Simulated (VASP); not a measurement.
## Zr3Cd2: single point with PBEsol

The system is Zr3Cd2.

```xyz
5
Lattice="5.6668 0.0000 0.0000 0.0000 5.6668 0.0000 0.0000 0.0000 4.9991" Properties=species:S:1:pos:R:3 pbc="T T T"
Zr    0.0000    2.8334    0.0000
Zr    2.8334    0.0000    0.0000
Zr    0.0000    0.0000    0.0000
Cd    2.8334    2.8334    2.4996
Cd    2.8334    2.8334    0.0000
```

This cell differs from its parent crystal: biaxial strain in the a-b plane: +3.0 %.

| Item | Value |
| --- | --- |
| Program | VASP 6.6.1 |
| Task | single point |
| Functional | PBEsol |
| Potentials or basis | VASP PAW PBE potentials, release 64 (Zr_sv, Cd) |
| Cutoff | 520 eV |
| k mesh | 8 × 8 × 8 |
| Occupations | gaussian, width 0.1 eV |
| Spin | no spin polarisation |

```
Pressure               : -2.1 GPa
Band gap on the k mesh : zero (bands 30 and 31 overlap by 1.06 eV)
```

Stress tensor (GPa, compression positive):
```
-4.21  0.00  0.00
 0.00 -4.21  0.00
 0.00  0.00  2.14
```

Levels at points of the mesh, in eV from the Fermi level:
| k point | band 27 | band 28 | band 29 | band 30 | band 31 | band 32 | band 33 | band 34 |
| --- | --- | --- | --- | --- | --- | --- | --- | --- |
| (0.00, 0.00, 0.00) | -1.07 | -0.63 | -0.63 | -0.28 | -0.28 | -0.03 | 0.55 | 1.37 |
| (0.50, 0.00, 0.00) | -1.00 | -0.53 | -0.35 | -0.16 | 0.35 | 0.74 | 0.85 | 1.12 |
| (0.50, 0.50, 0.00) | -0.76 | -0.07 | -0.07 | 0.25 | 0.64 | 0.64 | 0.96 | 1.04 |
| (0.00, 0.00, 0.50) | -1.45 | -1.20 | -1.20 | 0.78 | 0.78 | 0.84 | 1.11 | 1.11 |
| (0.50, 0.00, 0.50) | -0.88 | -0.87 | -0.82 | 0.23 | 0.48 | 0.84 | 0.90 | 1.11 |
| (0.50, 0.50, 0.50) | -0.61 | -0.38 | -0.38 | 0.22 | 0.68 | 0.68 | 1.29 | 1.38 |

It took 5.6 min on 1 thread of Intel(R) Xeon(R) 6975P-C (Granite Rapids), with other jobs on the host, peak memory 0.51 GiB.

Caveat: the cell differs from its parent crystal (biaxial strain in the a-b plane: +3.0 %); the PAW data sets were made with another functional, which shifts forces and pressure a little.
